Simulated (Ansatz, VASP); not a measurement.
# One calculation of GaN, two programs

```xyz
2
Lattice="0.0000 2.0718 2.0718 2.0718 0.0000 2.0718 2.0718 2.0718 0.0000" Properties=species:S:1:pos:R:3 pbc="T T T"
Ga    0.0000    0.0000    0.0000
N     2.0718    2.0718    2.0718
```

Alike in both runs: task single point; functional r2SCAN; k mesh 14 × 14 × 14; occupations gaussian, width 0.05 eV; no spin polarisation.

```csv
,VASP,Ansatz
version,VASP 6.6.1,Ansatz 0.2.0
potentials or method,"VASP PAW PBE potentials, release 64 (Ga_d, N_h), cutoff 910 eV","scalar-relativistic, plane waves, PAW"
valence electrons in the cell,18,18
```

Ansatz gave:

| Property | Result |
| --- | --- |
| gap on the k mesh at the Fermi level (eV) | 1.54 |
| least direct gap on the mesh (eV) | 4.10 |

**Question.** Estimate VASP's values.

**Answer.** gap on the k mesh at the Fermi level (eV): 1.52; least direct gap on the mesh (eV): 4.13.

VASP's potentials were made for PBE, not for r2SCAN.

Noted on VASP's run: the cutoff is short for stress, so the pressure is rough.
